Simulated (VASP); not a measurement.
Runs of VASP 6.6.1 on Ag. The structure is that of space group Fm-3m (No. 225), or close to it. The cells are those of the table. 

```tsv
task	cell	k mesh	cutoff (eV)	smearing	gap on the mesh (eV)	pressure (GPa)	relaxed volume (Å³/atom)
relaxation of cell and atoms	relaxed from a = 2.835 Å, angles 60.0°, 1 atom	16 × 16 × 16	600	gaussian 0.1 eV	none	0.0	16.03
relaxation of cell and atoms	relaxed from a = 2.924 Å, angles 60.0°, 1 atom	8 × 8 × 8	600	gaussian 0.1 eV	none	0.0	16.12
relaxation of cell and atoms	relaxed from a = 2.830 Å, angles 60.0°, 1 atom	16 × 16 × 16	600	fermi-dirac 0.15 eV	none	0.0	(a)
single point	a = 2.830 Å, angles 60.0°, 1 atom	16 × 16 × 16	520	gaussian 0.1 eV	none	0.1	-
single point	a = 2.830 Å, angles 60.0°, 1 atom	16 × 16 × 16	520	fermi-dirac 0.15 eV	none	0.1	-
single point	a = 2.835 Å, angles 60.0°, 1 atom	8 × 8 × 8	520	gaussian 0.1 eV	none	0.1	-
single point	a = 2.924 Å, angles 60.0°, 1 atom	8 × 8 × 8	520	gaussian 0.1 eV	none	-9.7	-
```

Alike in all rows: level LDA; potentials or basis VASP PAW LDA potentials, release 64 (Ag); no spin polarisation.

Task: Fill in the values left out.

Result: (a) 16.04.

A k mesh can miss the band edges, and the runs leave out spin-orbit coupling on Ag.

A gap of «none» marks levels without a gap at the run's occupations.
